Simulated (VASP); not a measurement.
# Ru (Cmcm) in VASP: a series of runs

Ru is run at these levels: PBE; tasks: single point.

Everything below comes from runs of VASP 6.6.1. Logs are shortened: lines on timing, memory, paths and dates and some standing lists are left out, and cuts for length are marked.

### Step 1. The cell of the first run

It takes space group Cmcm (No. 63, orthorhombic). The conventional cell has a = 2.706 Å, b = 4.687 Å, c = 4.282 Å, α = 90.00°, β = 90.00°, γ = 90.00°. Ru (site symmetry m2m) has 12 Ru at 2.49 to 2.75 Å within 3.3 Å.

### Step 2. Single point, PBE (atom 1 (Ru) moved by (+0.300, +0.000) A along y and z)

File INCAR:

```
PREC = Accurate
ENCUT = 520
EDIFF = 1E-6
ISMEAR = 0
SIGMA = 0.15
LREAL = F
LASPH = T
NELM = 80
ALGO = Fast
ISIF = 2
LWAVE = F
LCHARG = F
GGA = PE
NBANDS = 21
```

File KPOINTS:

```
Automatic mesh
0
Gamma
  24 24 12
```

File POSCAR:

```
Ru
1.0
    2.7057993342      0.0000000000      0.0000000000
   -1.3528996671      2.3432909610      0.0000000000
    0.0000000000      0.0000000000      4.2819000000
Ru
2
Direct
    0.3973458706      0.7946917412      0.2500000000
    0.6666666667      0.3333333333      0.7500000000
```

Potentials or basis: VASP PAW PBE potentials, release 64 (Ru_pv).

Started as:

```bash
$ cat potpaw_PBE.64/Ru_pv/POTCAR > POTCAR
$ mpirun -np 1 vasp_std > vasp.out
```

OUTCAR:

```text
PREC = Accurate
   ENCUT = 520
   EDIFF = 1E-6
   ISMEAR = 0
   LREAL = F
   LASPH = T
   NELM = 80
   ISIF = 2
   GGA = PE

 ion  position               nearest neighbor table
   1  0.397  0.795  0.250-   2 2.49   2 2.49   2 2.75   2 2.75   2 2.75   2 2.75
   2  0.667  0.333  0.750-   1 2.49   1 2.49   1 2.75   1 2.75   1 2.75   1 2.75

  LATTYP: Found a hexagonal cell.
 ALAT       =     2.7057993342
 C/A-ratio  =     1.5824898565

  Lattice vectors:

 A1 = (   2.7057993342,   0.0000000000,   0.0000000000)
 A2 = (  -1.3528996671,   2.3432909610,   0.0000000000)
 A3 = (   0.0000000000,   0.0000000000,   4.2819000000)

Analysis of symmetry for initial positions (statically):
=====================================================================
 Subroutine PRICEL returns:
 Original cell was already a primitive cell.

 Routine SETGRP: Setting up the symmetry group for a
 hexagonal supercell.

 Subroutine GETGRP returns: Found  8 space group operations
 (whereof  2 operations were pure point group operations)
 out of a pool of 24 trial point group operations.

The static configuration has the point symmetry C_1h.
 The point group associated with its full space group is D_2h.

Analysis of symmetry for dynamics (positions and initial velocities):
=====================================================================
 Subroutine PRICEL returns:
 Original cell was already a primitive cell.

 Routine SETGRP: Setting up the symmetry group for a
 hexagonal supercell.

 Subroutine GETGRP returns: Found  8 space group operations
 (whereof  2 operations were pure point group operations)
 out of a pool of 24 trial point group operations.

The dynamic configuration has the point symmetry C_1h.
 The point group associated with its full space group is D_2h.

 Subroutine INISYM returns: Found  8 space group operations
 (whereof  2 operations are pure point group operations),
 and found     1 'primitive' translations

----------------------------------------------------------------------------------------

                                     Primitive cell

  volume of cell :      27.1493

  direct lattice vectors                    reciprocal lattice vectors
     2.705799334  0.000000000  0.000000000     0.369576556  0.213375124  0.000000000
    -1.352899667  2.343290961  0.000000000     0.000000000  0.426750249  0.000000000
     0.000000000  0.000000000  4.281900000     0.000000000  0.000000000  0.233541185

  length of vectors
     2.705799334  2.705799334  4.281900000     0.426750249  0.426750249  0.233541185

  position of ions in fractional coordinates (direct lattice)
     0.397345871  0.794691741  0.250000000
     0.666666667  0.333333333  0.750000000

  ion indices of the primitive-cell ions
   primitive index   ion index
                 1           1
                 2           2

----------------------------------------------------------------------------------------

 KPOINTS: Automatic mesh

Automatic generation of k-mesh.
 Grid dimensions read from file:
 generate k-points for:   24   24   12

 Generating k-lattice:

  Cartesian coordinates                     Fractional coordinates (reciprocal lattice)
     0.015399023  0.008890630  0.000000000     0.041666667  0.000000000  0.000000000
     0.000000000  0.017781260  0.000000000     0.000000000  0.041666667  0.000000000
     0.000000000  0.000000000  0.019461765     0.000000000  0.000000000  0.083333333

  Length of vectors
     0.017781260  0.017781260  0.019461765

  Shift w.r.t. Gamma in fractional coordinates (k-lattice)
     0.000000000  0.000000000  0.000000000

 Subroutine IBZKPT returns following result:
 ===========================================

 Found   1099 irreducible k-points:

 Following reciprocal coordinates:
            Coordinates               Weight
  0.000000  0.000000  0.000000      1.000000
  0.041667  0.000000  0.000000      4.000000
  0.000000  0.041667  0.000000      2.000000
  0.083333  0.000000  0.000000      4.000000
  0.000000  0.083333  0.000000      2.000000
  0.125000  0.000000  0.000000      4.000000
[... 16 lines left out ...]
  0.000000  0.458333  0.000000      2.000000
  0.500000  0.000000  0.000000      2.000000
 [... further k-points ...]
   k-points           NKPTS =   1099   k-points in BZ     NKDIM =   1099   number of bands    NBANDS=     21
   number of dos      NEDOS =    301   number of ions     NIONS =      2
   total plane-waves  NPLWV =  12800
   dimension x,y,z NGX =    20 NGY =   20 NGZ =   32
   dimension x,y,z NGXF=    40 NGYF=   40 NGZF=   64
   ions per type =               2
   NGX,Y,Z   is equivalent  to a cutoff of  12.29, 12.29, 12.42 a.u.
   NGXF,Y,Z  is equivalent  to a cutoff of  24.58, 24.58, 24.85 a.u.
 SYSTEM =  unknown system
   PREC   = accura    normal or accurate (medium, high low for compatibility)
   ISTART =      0    job   : 0-new  1-cont  2-samecut
   ICHARG =      2    charge: 1-file 2-atom 10-const
   ISPIN  =      1    spin polarized calculation?
   LNONCOLLINEAR =      F non collinear calculations
   LSORBIT =      F    spin-orbit coupling
   LASPH  =      T    aspherical Exc in radial PAW
   ENCUT  =  520.0 eV  38.22 Ry    6.18 a.u.   5.03  5.03  7.96*2*pi/ulx,y,z
   NELM   =     80;   NELMIN=  2; NELMDL= -5     # of ELM steps
   EDIFF  = 0.1E-05   stopping-criterion for ELM
   LREAL  =      F    real-space projection
   EDIFFG = 0.1E-04   stopping-criterion for IOM
   NSW    =      0    number of steps for IOM
   IBRION =     -1    ionic relax: 0-MD 1-quasi-New 2-CG
   NFREE  =      0    steps in history (QN), initial steepest desc. (CG)
   ISIF   =      2    stress and relaxation
   ISYM   =      2    0-nonsym 1-usesym 2-fastsym
   POTIM  = 0.5000    time-step for ionic-motion
   TEBEG  =    0.0;   TEEND  =   0.0 temperature during run
   PSTRESS=    0.0 pullay stress
   NELECT =      28.0000    total number of electrons
   NUPDOWN=      -1.0000    fix difference up-down
   EMIN   =  10.00;   EMAX   =-10.00  energy-range for DOS
   EFERMI =   0.00;   METHOD = LEGACY
   ISMEAR =     0;   SIGMA  =   0.15  broadening in eV -4-tet -1-fermi 0-gaus
   EFERMI_NEDOS =   21; number of points for ismear=-14 and -15
   IALGO  =     68    algorithm
   IMIX   =      4    mixing-type and parameters
     AMIX     =   0.40;   BMIX     =  1.00
     AMIX_MAG =   1.60;   BMIX_MAG =  1.00
  volume/ion in A,a.u.               =      13.57        91.61
  Fermi-wavevector in a.u.,A,eV,Ry     =   1.654022  3.125649 37.222686  2.735790
  Thomas-Fermi vector in A             =   2.742361
   LORBIT       =      0    0 simple, 1 ext, 2 COOP (PROOUT), +10 PAW based schemes
   GGA     = PE    functional components
   LHFCALC =     F    Hartree Fock is set to
   AEXX    =    0.0000 exact exchange contribution
   IVDW    =     0    specifies the selected vdW correction
   LEPSILON=     F    determine dielectric tensor
   LRPA    =     F    only Hartree local field effects (RPA)
 non-spin polarized calculation
 RMM-DIIS sequential band-by-band and
 Gauss-broadening in eV      SIGMA  =   0.15
  energy-cutoff  :      520.00
  volume of cell :       27.15
 maximum number of plane-waves:       756
   NGX =  9   NGY =  9   NGZ = 15

 number of electron      28.0000002 magnetization

 Free energy of the ion-electron system (eV)
  ---------------------------------------------------
  ext. energy  EPLUGINS =         0.00000000
  ---------------------------------------------------
  free energy    TOTEN  =       -18.17757813 eV

  energy without entropy =      -18.15594953  energy(sigma->0) =      -18.16676383

 E-fermi :  12.9128     XC(G=0): -14.1089

 val. band max:       12.9127746620   @ k =   0.2500   0.0417   0.2500
 cond. band min:      12.9131007634   @ k =   0.4167   0.0833   0.5000
 fundamental gap:      0.0003261014
 Fermi energy:        12.9128006756

 k-point     1 :       0.0000    0.0000    0.0000
  band No.  band energies     occupation
      1     -30.8716      2.00000
      2     -29.9218      2.00000
      3     -29.7274      2.00000
      4     -29.6960      2.00000
      5     -29.6632      2.00000
      6     -29.5918      2.00000
[... 13 lines left out ...]
     20      23.3243      0.00000
     21      23.3745      0.00000

 k-point     2 :       0.0417    0.0000    0.0000
  band No.  band energies     occupation
      1     -30.8666      2.00000
      2     -29.9275      2.00000
      3     -29.7411      2.00000
      4     -29.7050      2.00000
      5     -29.6670      2.00000
      6     -29.5936      2.00000
[... 13 lines left out ...]
     20      23.3242      0.00000
     21      23.3706      0.00000

 k-point     3 :       0.0000    0.0417    0.0000
  band No.  band energies     occupation
      1     -30.8650      2.00000
      2     -29.9339      2.00000
      3     -29.7377      2.00000
      4     -29.6919      2.00000
      5     -29.6773      2.00000
      6     -29.5953      2.00000
[... 13 lines left out ...]
     20      23.3242      0.00000
     21      23.3698      0.00000

 k-point     4 :       0.0833    0.0000    0.0000
  band No.  band energies     occupation
      1     -30.8517      2.00000
      2     -29.9449      2.00000
      3     -29.7802      2.00000
      4     -29.7330      2.00000
      5     -29.6764      2.00000
      6     -29.5989      2.00000
[... 13 lines left out ...]
     20      23.3242      0.00000
     21      23.3609      0.00000

 k-point     5 :       0.0000    0.0833    0.0000
  band No.  band energies     occupation
      1     -30.8454      2.00000
      2     -29.9692      2.00000
      3     -29.7602      2.00000
      4     -29.7187      2.00000
      5     -29.6871      2.00000
      6     -29.6059      2.00000
[... 13 lines left out ...]
     20      23.3242      0.00000
     21      23.3591      0.00000
[... 382 lines left out ...]
     20      24.8216      0.00000
     21      26.4467      0.00000

 k-point    22 :       0.4583   -0.0000    0.0000
  band No.  band energies     occupation
      1     -30.5634      2.00000
      2     -30.5324      2.00000
      3     -30.3625      2.00000
      4     -30.0627      2.00000
      5     -29.8127      2.00000
      6     -29.7411      2.00000
[... 13 lines left out ...]
     20      23.3459      0.00000
     21      23.6786      0.00000

 k-point    23 :       0.0000    0.4583    0.0000
  band No.  band energies     occupation
      1     -30.5886      2.00000
      2     -30.4526      2.00000
      3     -30.3211      2.00000
      4     -30.0104      2.00000
      5     -29.9640      2.00000
      6     -29.7598      2.00000
[... 13 lines left out ...]
     20      25.5113      0.00000
     21      25.9886      0.00000

 k-point    24 :       0.5000    0.0000    0.0000
  band No.  band energies     occupation
      1     -30.5765      2.00000
      2     -30.5251      2.00000
      3     -30.3732      2.00000
      4     -30.0665      2.00000
      5     -29.8152      2.00000
      6     -29.7450      2.00000
[... 13 lines left out ...]
     20      23.8318      0.00000
     21      26.5697      0.00000

 [... further k-points ...]

------------------------ aborting loop because EDIFF is reached ----------------------------------------

  FORCE on cell =-STRESS in cart. coord.  units (eV):
  Direction    XX          YY          ZZ          XY          YZ          ZX
  --------------------------------------------------------------------------------------
  -------------------------------------------------------------------------------------
  Total        0.2954096      1.9756317      2.3488921      0.0000000      0.0000000      0.0000000
  in kB       17.4331903    116.5891787    138.6166275      0.0000000      0.0000000      0.0000000
  external PRESSURE =      90.8796655 kB  Pullay stress =       0.0000000 kB

 VOLUME and BASIS-vectors are now :
 -----------------------------------------------------------------------------
  energy-cutoff  :      520.00
  volume of cell :       27.15
      direct lattice vectors                 reciprocal lattice vectors
     2.705799334  0.000000000  0.000000000     0.369576556  0.213375124  0.000000000
    -1.352899667  2.343290961  0.000000000     0.000000000  0.426750249  0.000000000
     0.000000000  0.000000000  4.281900000     0.000000000  0.000000000  0.233541185

 POSITION                                       TOTAL-FORCE (eV/Angst)
 -----------------------------------------------------------------------------------
      0.00000      1.86219      1.07048         0.000000     -1.832528      0.000000
      1.35290      0.78110      3.21143         0.000000      1.832528     -0.000000
 -----------------------------------------------------------------------------------
    total drift:                               -0.000000     -0.000010      0.000000

  FREE ENERGIE OF THE ION-ELECTRON SYSTEM (eV)
  ---------------------------------------------------
  free  energy   TOTEN  =       -18.1775781268 eV

  energy  without entropy=      -18.1559495314  energy(sigma->0) =      -18.16676383
```

Run time: 3 min. Hardware: 1 thread of Intel Xeon 6975P-C (Granite Rapids), shared host; peak memory 0.55 GiB.

Results:

```
Free energy            : -18.1776 eV
Pressure               : 9.1 GPa
Largest force          : 1.833 eV/Å
Band gap on the k mesh : zero (bands 14 and 15 overlap by 3.00 eV)
```

Forces on the atoms (eV/Å):
```
Ru   0.000 -1.833  0.000
Ru   0.000  1.833  0.000
```

Stress tensor (GPa, compression positive):
```
 1.74  0.00  0.00
 0.00 11.66  0.00
 0.00  0.00 13.86
```

Levels at points of the mesh, in eV from the Fermi level:
```tsv
k point	band 10	band 11	band 12	band 13	band 14	band 15	band 16	band 17	band 18	band 19
(0.00, 0.00, 0.00)	-2.66	-2.42	-2.25	-2.03	-1.43	-0.45	0.07	1.24	1.76	10.31
(0.50, 0.00, 0.00)	-2.95	-1.90	-1.47	-1.44	1.39	1.56	1.62	3.58	6.46	10.36
(0.00, 0.50, 0.00)	-3.36	-2.88	-2.61	-1.59	1.21	1.72	1.99	4.92	5.08	12.66
(0.00, 0.00, 0.50)	-2.97	-2.92	-2.92	-2.46	-2.46	0.20	0.20	0.72	0.72	10.41
(0.50, 0.00, 0.50)	-4.81	-1.12	-1.12	0.26	0.26	1.65	1.65	3.94	3.94	9.92
(0.00, 0.50, 0.50)	-4.67	-1.03	-1.03	1.56	1.56	1.59	1.59	2.36	2.36	10.41
```

Caveat: the cell differs from its parent crystal (atom 1 (Ru) moved by (+0.300, +0.000) A along y and z); the cell stands under pressure; forces of over 1 eV/Å act on the atoms, so gaps and moduli don't describe the material at rest.

### Step 3. Single point, PBE (atom 1 (Ru) moved by (-0.150, +0.000) A along y and z)

File INCAR:

```
SYSTEM = Ru
PREC     = Accurate       ! precision mode
ENCUT    = 520            ! plane-wave cutoff, eV
EDIFF    = 1E-6           ! SCF threshold, eV
ISMEAR   = 0              ! smearing method
SIGMA    = 0.15           ! smearing width, eV
LREAL    = .FALSE.        ! projectors in reciprocal space
LASPH    = .TRUE.         ! aspherical terms in the spheres
NELM     = 80             ! most SCF steps
ALGO     = Fast           ! electronic algorithm
ISIF     = 2              ! what is computed and relaxed
LWAVE    = .FALSE.        ! write WAVECAR
LCHARG   = .FALSE.        ! write CHGCAR
GGA      = PE             ! functional
NBANDS   = 21             ! bands
```

File KPOINTS:

```
regular mesh
0
G
  24 24 12
  0 0 0
```

POSCAR: that of step 2 with these lines changed.

```diff
@@ -8,3 +8,3 @@
 Direct
-    0.3973458706      0.7946917412      0.2500000000
+    0.3013270647      0.6026541294      0.2500000000
     0.6666666667      0.3333333333      0.7500000000
```

Potentials or basis: VASP PAW PBE potentials, release 64 (Ru_pv).

Started as:

```bash
$ cat potpaw_PBE.64/Ru_pv/POTCAR > POTCAR
$ mpirun -np 1 vasp_std > vasp.out
```

OUTCAR:

```text
SYSTEM = Ru
   PREC = Accurate
   ENCUT = 520
   EDIFF = 1E-6
   ISMEAR = 0
   LREAL = .FALSE.
   LASPH = .TRUE.
   NELM = 80
   ISIF = 2
   GGA = PE

 ion  position               nearest neighbor table
   1  0.301  0.603  0.250-   2 2.61   2 2.61   2 2.61   2 2.61   2 2.74   2 2.74
   2  0.667  0.333  0.750-   1 2.61   1 2.61   1 2.61   1 2.61   1 2.74   1 2.74

  LATTYP: Found a hexagonal cell.
 ALAT       =     2.7057993342
 C/A-ratio  =     1.5824898565

  Lattice vectors:

 A1 = (   2.7057993342,   0.0000000000,   0.0000000000)
 A2 = (  -1.3528996671,   2.3432909610,   0.0000000000)
[... 192 lines left out ...]
      5     -29.6794      2.00000
      6     -29.6465      2.00000
[... 565 lines left out ...]
     20      25.2810      0.00000
     21      26.0333      0.00000

 [... further k-points ...]
[... 5 lines left out ...]
  --------------------------------------------------------------------------------------
  -------------------------------------------------------------------------------------
  Total        1.3229191      0.4214402      1.0435657      0.0000000     -0.0000000      0.0000000
  in kB       78.0702435     24.8707096     61.5845877      0.0000000     -0.0000000      0.0000000
  external PRESSURE =      54.8418469 kB  Pullay stress =       0.0000000 kB

 VOLUME and BASIS-vectors are now :
 -----------------------------------------------------------------------------
  energy-cutoff  :      520.00
  volume of cell :       27.15
      direct lattice vectors                 reciprocal lattice vectors
     2.705799334  0.000000000  0.000000000     0.369576556  0.213375124  0.000000000
    -1.352899667  2.343290961  0.000000000     0.000000000  0.426750249  0.000000000
     0.000000000  0.000000000  4.281900000     0.000000000  0.000000000  0.233541185

 POSITION                                       TOTAL-FORCE (eV/Angst)
 -----------------------------------------------------------------------------------
     -0.00000      1.41219      1.07048        -0.000000      1.085650      0.000000
      1.35290      0.78110      3.21143         0.000000     -1.085650     -0.000000
 -----------------------------------------------------------------------------------
    total drift:                                0.000000      0.000004     -0.000000

  FREE ENERGIE OF THE ION-ELECTRON SYSTEM (eV)
  ---------------------------------------------------
  free  energy   TOTEN  =       -18.3895576772 eV

  energy  without entropy=      -18.3703195933  energy(sigma->0) =      -18.37993864
```

It took 3.5 min on 1 thread of Intel Xeon 6975P-C (Granite Rapids), shared host; peak memory 0.54 GiB.

What came out:

| Item | Value |
| --- | --- |
| Free energy | -18.3896 eV |
| Pressure | 5.5 GPa |
| Largest force | 1.086 eV/Å |
| Band gap on the k mesh | zero (bands 14 and 15 overlap by 3.04 eV) |

Forces in eV/Å, atoms in the order of the input:
```
Ru   0.000  1.086  0.000
Ru   0.000 -1.086  0.000
```

Caveat: the cell differs from its parent crystal (atom 1 (Ru) moved by (-0.150, +0.000) A along y and z); the cell stands under pressure; forces of over 1 eV/Å act on the atoms, so gaps and moduli don't describe the material at rest.
